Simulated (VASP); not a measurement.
Here is a VASP 6.6.1 calculation.

Contents of INCAR:

```
SYSTEM = K
PREC = Accurate ; ENCUT = 520
EDIFF = 1E-7 ; ISMEAR = 0
SIGMA = 0.1 ; LREAL = .False.
LASPH = .True. ; NELM = 100
ALGO = Normal ; ISIF = 2
LWAVE = .False. ; LCHARG = .False.
GGA = PE ; NBANDS = 10
```

File KPOINTS:

```
regular mesh
0
Gamma
  4 4 4
  0 0 0
```

POSCAR

```
K
1.0
    4.3112069062      0.0000000000      0.0000000000
    0.0000000000      4.3112069062      0.0000000000
    0.0000000000      0.0000000000      4.3112069062
K
1
Direct
    0.0000000000      0.0000000000      0.0000000000
```

Potentials or basis: VASP PAW PBE potentials, release 64 (K_sv).

Run with:

```sh
$ cat potpaw_PBE.64/K_sv/POTCAR > POTCAR
$ mpirun -np 1 vasp_std > vasp.out
```

(1) Estimate the pressure.

Results:

(1) -0.1 GPa.

Caveat: the k points lie up to 0.36 Å⁻¹ apart.
